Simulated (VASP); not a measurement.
Write the native input for VASP 6.6.1 that does the following.

```yaml
Task: single point
Functional: PBEsol
Potentials_or_basis: VASP PAW PBE potentials, release 64 (Ti_sv, Si)
Cutoff: 520 eV
k_mesh: 4 × 4 × 4
Occupations: gaussian, width 0.1 eV
Spin: no spin polarisation
Dipole_correction: no
Further_INCAR_settings: ALGO = Fast; EDIFF = 1e-07; NBANDS = 41
```

The structure of Ti5Si lies in POSCAR:

```
Ti5Si
1.0
    2.5881446878      1.4632273258      4.4483080099
   -2.5230840997      1.4504458811      4.4155398125
    0.0214612383     -2.8797452988      4.4207959760
Ti Si
5 1
Direct
    0.1536244382      0.1798274727      0.1474436636
    0.6026145207      0.3887407449      0.0293315758
   -0.0331386840      0.6294481188      0.4008227114
    0.8265757420      0.8522278747      0.8467902262
    0.4015611026     -0.0222253565      0.6210530498
    0.5150708304      0.4990478380      0.4830431954
```

One way to write it, as run:

INCAR

```
  PREC = Accurate
  ENCUT = 520
  EDIFF = 1E-7
  ISMEAR = 0
  SIGMA = 0.1
  LREAL = F
  LASPH = T
  NELM = 80
  ALGO = Fast
  ISIF = 2
  LWAVE = F
  LCHARG = F
  GGA = PS
  NBANDS = 41
```

KPOINTS

```
regular mesh
0
Gamma
  4 4 4
```

Potentials or basis: VASP PAW PBE potentials, release 64 (Ti_sv, Si).

Run with:

```console
$ cat potpaw_PBE.64/Ti_sv/POTCAR potpaw_PBE.64/Si/POTCAR > POTCAR
$ mpirun -np 1 vasp_std > vasp.out
```

It gave:

The pressure is -2.9 GPa. The largest force is 1.707 eV/Å. The band gap on the k mesh is zero (bands 32 and 33 overlap by 0.42 eV).

Caveat: the k points lie up to 0.38 Å⁻¹ apart; the PAW data sets were made with another functional, which shifts forces and pressure a little.

Run time: 13 min on 1 thread of Intel(R) Xeon(R) Platinum 8259CL CPU @ 2.50GHz (Skylake/Cascade Lake) (shared host), peak memory 0.31 GiB.
